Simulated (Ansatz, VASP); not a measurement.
**Two plane-wave programs on AgRh4**

Contents of INCAR:

```
SYSTEM = AgRh4
PREC     = Accurate       ! precision mode
ENCUT    = 520            ! plane-wave cutoff, eV
EDIFF    = 1E-6           ! SCF threshold, eV
ISMEAR   = 0              ! smearing method
SIGMA    = 0.1            ! smearing width, eV
LREAL    = .False.        ! projectors in reciprocal space
LASPH    = .True.         ! aspherical terms in the spheres
NELM     = 150            ! most SCF steps
ALGO     = Normal         ! electronic algorithm
ISIF     = 2              ! what is computed and relaxed
LWAVE    = .False.        ! write WAVECAR
LCHARG   = .True.         ! write CHGCAR
ISPIN    = 2              ! spin polarisation
MAGMOM   = 0 1 1 1 1      ! initial moments
LORBIT   = 11             ! projections on sites
LMAXMIX  = 4              ! l up to which the mixer works
GGA      = PE             ! functional
LELF     = .True.         ! ELF
LVHAR    = .True.       
NBANDS   = 48             ! bands
```

KPOINTS

```
Automatic mesh
0
Gamma
  4 4 6
  0 0 0
```

Contents of POSCAR:

```
AgRh4
1.0
    6.1734227944      0.0000000000      0.0000000000
    0.0000000000      6.1734227944      0.0000000000
    0.0000000000      0.0000000000      2.5638149780
Ag Rh
1 4
Direct
    0.5000000000      0.5000000000      0.5000000000
    0.8074045895      0.8074045895      0.5000000000
    0.1925954105      0.1925954105      0.5000000000
    0.1925954105      0.8074045895      0.5000000000
    0.8074045895      0.1925954105      0.5000000000
```

Input for Ansatz:

```yaml
crystal:
  lattice:
    - [6.1734227944, 0.0, 0.0]
    - [0.0, 6.1734227944, 0.0]
    - [0.0, 0.0, 2.563814978]
  atoms:
    - { symbol: Ag, position: [0.5, 0.5, 0.5] }
    - { symbol: Rh, position: [0.8074045895, 0.8074045895, 0.5], spin: 1.0 }
    - { symbol: Rh, position: [0.1925954105, 0.1925954105, 0.5], spin: 1.0 }
    - { symbol: Rh, position: [0.1925954105, 0.8074045895, 0.5], spin: 1.0 }
    - { symbol: Rh, position: [0.8074045895, 0.1925954105, 0.5], spin: 1.0 }
basis:
  ecutwfc: 420
kpoints:
  mp_grid: { grid: [4, 4, 6] }
hamiltonian:
  xc: pbe
scf:
  occupations: { method: gaussian, width: 0.1 }
  lower_state_search: "off"
output:
  forces: true
  stress: true
  eigenvalues: true
  populations: true
magnetization:
  spin_polarized: true
```

Alike in both runs: task single point; functional PBE; k mesh 4 × 4 × 6; occupations gaussian, width 0.1 eV; collinear spin.

```csv
,VASP,Ansatz
version,VASP 6.6.1,Ansatz 0.2.0
potentials or method,"VASP PAW PBE potentials, release 64 (Ag, Rh_pv), cutoff 520 eV","scalar-relativistic, plane waves, PAW"
valence electrons in the cell,71,87
```

VASP gave:

* gap on the k mesh at the Fermi level (eV): none
* pressure (GPa): 0.3
* traceless stress, the component that is largest in VASP (GPa): -0.38
* rms of the force components (eV/Å): 0.016
* net moment per atom (μB): 0.00

Problem. Estimate Ansatz's values.

Solution. gap on the k mesh at the Fermi level (eV): none; pressure (GPa): 0.2; traceless stress, the component that is largest in VASP (GPa): -0.20; rms of the force components (eV/Å): 0.002; net moment per atom (μB): 0.00.

Atom by atom the forces differ by 0.018 eV/Å (rms over components). A gap of «none» marks a metal or a gap that the smearing closes. VASP's potentials hold 71 valence electrons a cell and Ansatz's 87, so a difference there can come from the potentials and not from the codes. Ansatz's warnings: seeded moment not kept.

The k mesh is coarse, so the values compare programs but aren't converged.
